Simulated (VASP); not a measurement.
**TiAl3: single point with PBEsol**

Crystal: TiAl3.

```xyz
4
Lattice="3.9483 0.0000 0.0000 0.0000 3.9483 0.0000 0.0000 0.0000 3.8299" Properties=species:S:1:pos:R:3 pbc="T T T"
Ti    0.0000    0.0000    0.0000
Al    1.9742    1.9742    0.0000
Al    1.9742    0.0000    1.9149
Al    0.0000    1.9742    1.9149
```

This cell differs from its parent crystal: strain +0.000 along x and y, -0.030 along z.

* Program: VASP 6.6.1
* Task: single point
* Functional: PBEsol
* Potentials or basis: VASP PAW PBE potentials, release 64 (Ti_sv, Al)
* Cutoff: 520 eV
* k mesh: 12 × 12 × 12
* Occupations: gaussian, width 0.15 eV
* Spin: no spin polarisation
* Dipole correction: no
* Further INCAR settings: ALGO = Fast; EDIFF = 1e-06; NBANDS = 18

```
Pressure               : 3.8 GPa
Band gap on the k mesh : zero (an odd number of electrons rules out a gap without spin polarisation)
```

Stress tensor (GPa, compression positive):
```
2.45 0.00 0.00
0.00 2.45 0.00
0.00 0.00 6.53
```

Levels at points of the mesh, in eV from the Fermi level:
| k point | band 7 | band 8 | band 9 | band 10 | band 11 | band 12 | band 13 | band 14 |
| --- | --- | --- | --- | --- | --- | --- | --- | --- |
| (0.00, 0.00, 0.00) | -3.06 | -2.35 | -2.35 | -1.87 | 0.08 | 0.18 | 0.18 | 0.66 |
| (0.50, 0.00, 0.00) | -2.47 | -2.28 | -2.13 | 0.42 | 0.62 | 0.87 | 0.89 | 1.06 |
| (0.50, 0.50, 0.00) | -6.32 | -5.17 | -1.18 | -1.18 | 0.80 | 0.82 | 1.10 | 1.32 |
| (0.00, 0.00, 0.50) | -2.42 | -2.42 | -2.36 | 0.39 | 0.66 | 0.66 | 0.95 | 1.19 |
| (0.50, 0.00, 0.50) | -6.12 | -5.16 | -1.42 | -1.33 | 0.55 | 0.90 | 1.00 | 1.30 |
| (0.50, 0.50, 0.50) | -5.22 | -5.13 | -3.61 | -3.61 | -3.47 | 0.21 | 1.18 | 1.36 |

Wall time 2.8 min on 1 thread of AMD EPYC 9R45 96-Core Processor (Zen 5), on a shared host, peak memory 0.28 GiB.

Caveat: the cell differs from its parent crystal (strain +0.000 along x and y, -0.030 along z); the cell stands under pressure; the PAW data sets were made with another functional, which shifts forces and pressure a little.
